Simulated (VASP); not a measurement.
The system is Sb.

```xyz
4
Lattice="3.2777 -2.1663 0.0000 3.2777 2.1663 0.0000 0.0000 0.0000 8.8369" Properties=species:S:1:pos:R:3 pbc="T T T"
Sb    3.2777   -1.5164    1.0339
Sb    3.2777   -0.6499    5.4524
Sb    3.2777    1.5164    7.8030
Sb    3.2777    0.6499    3.3845
```

```yaml
Program: VASP 6.6.1
Task: relaxation of cell and atoms
Functional: PBE
Potentials_or_basis: VASP PAW PBE potentials, release 64 (Sb)
Cutoff: 600 eV
k_mesh: 6 × 6 × 2
Occupations: gaussian, width 0.1 eV
Spin: no spin polarisation
```

At the start: pressure 7.6 GPa; volume 31.37 Å³/atom.

Problem. Where does the relaxation end?

Solution. Over 17 steps the energy falls by 631.2 meV/atom and the volume is 29.02 Å³/atom (-7.5 %); space group Cmce (No. 64, to 0.05 Å).

The path:
```csv
step,energy change (eV),largest force (eV/Å),pressure (GPa),volume (Å³)
1,0.0000,4.0549,7.64,125.49
2,-0.9723,0.7138,-7.69,153.37
3,-1.2686,0.7819,-4.44,140.27
4,-1.8468,0.7123,-2.31,126.09
5,-2.1156,0.3055,1.93,114.17
6,-2.1195,0.2624,3.04,112.08
7,-2.3451,0.6183,3.99,109.18
8,-2.3541,0.6171,5.15,108.08
9,-2.4878,0.2049,-1.52,119.06
10,-2.5130,0.0309,0.19,115.55
11,-2.5130,0.0277,0.26,115.40
12,-2.5178,0.0295,0.05,115.88
13,-2.5210,0.0308,-0.26,116.64
14,-2.5228,0.0477,0.06,116.06
15,-2.5229,0.0541,0.11,115.96
16,-2.5244,0.0400,0.00,116.02
17,-2.5248,0.0321,-0.06,116.06
```

Final structure:
```
CELL_PARAMETERS angstrom
2.75816 -1.94970 0.00000
2.75816 1.94970 0.00000
0.00000 0.00000 10.79123
ATOMIC_POSITIONS crystal
Sb 0.81175 0.18825 0.14373
Sb 0.68825 0.31175 0.64373
Sb 0.18825 0.81175 0.85627
Sb 0.31175 0.68825 0.35627
```
